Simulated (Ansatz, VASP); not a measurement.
# SnSe: VASP beside Ansatz

```
Sn Se
1.0
     2.12367   -5.90403    0.00000
     2.12367    5.90403    0.00000
     0.00000    0.00000    4.22886
Sn Se
2 2
Direct
  0.87410 0.12590 0.25000
  0.12590 0.87410 0.75000
  0.64510 0.35490 0.25000
  0.35490 0.64510 0.75000
```

Alike in both runs: task single point; functional PBE; k mesh 6 × 6 × 6; occupations fermi-dirac, width 0.02 eV; non-collinear spin, spin-orbit coupling.

```csv
,VASP,Ansatz
version,VASP 6.6.1,Ansatz 0.2.0
potentials or method,"VASP PAW PBE potentials, release 64 (Sn_d, Se)","plane waves, PAW"
plane-wave cutoff (eV),520,420
valence electrons in the cell,40,60
```

```tsv
	VASP	Ansatz	Ansatz less VASP
pressure (GPa)	2.1	2.0	-0.07
traceless stress, the component that is largest in VASP (GPa)	0.29	0.26	-0.033
rms of the force components (eV/Å)	0.111	0.102	-0.0089
net moment per atom (μB)	0.00	0.00	0.000
```

Atom by atom the forces differ by 0.009 eV/Å (rms over components). The functional is the same, so the differences come from potentials, cutoffs and numerics. VASP's potentials hold 40 valence electrons a cell and Ansatz's 60, so a difference there can come from the potentials and not from the codes.
